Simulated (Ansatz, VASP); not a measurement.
**Rb: VASP beside Ansatz**

```
Rb
1.0
     2.46688   -4.31727    0.00000
     2.46688    4.31727    0.00000
     0.00000    0.00000    8.52091
Rb
2
Direct
  0.83600 0.16400 0.75000
  0.16400 0.83600 0.25000
```

Change from the starting cell: volume 90.749 Å^3 an atom, stretch along c over the lengths across it, relative to the relaxed cell 1.0625.

Alike in both runs: task single point; functional PBE; dispersion D3(BJ); k mesh 12 × 12 × 6; occupations gaussian, width 0.15 eV; no spin polarisation.

```csv
,VASP,Ansatz
version,VASP 6.6.1,Ansatz 0.2.0
potentials or method,"VASP PAW PBE potentials, release 64 (Rb_sv), cutoff 520 eV","scalar-relativistic, plane waves, PAW"
valence electrons in the cell,18,18
```

```tsv
	VASP	Ansatz	Ansatz less VASP
gap on the k mesh at the Fermi level (eV)	none	none	-
pressure (GPa)	-0.2	-0.1	0.00
traceless stress, the component that is largest in VASP (GPa)	-0.15	-0.15	0.000
```

A gap of «none» marks a metal or a gap that the smearing closes.
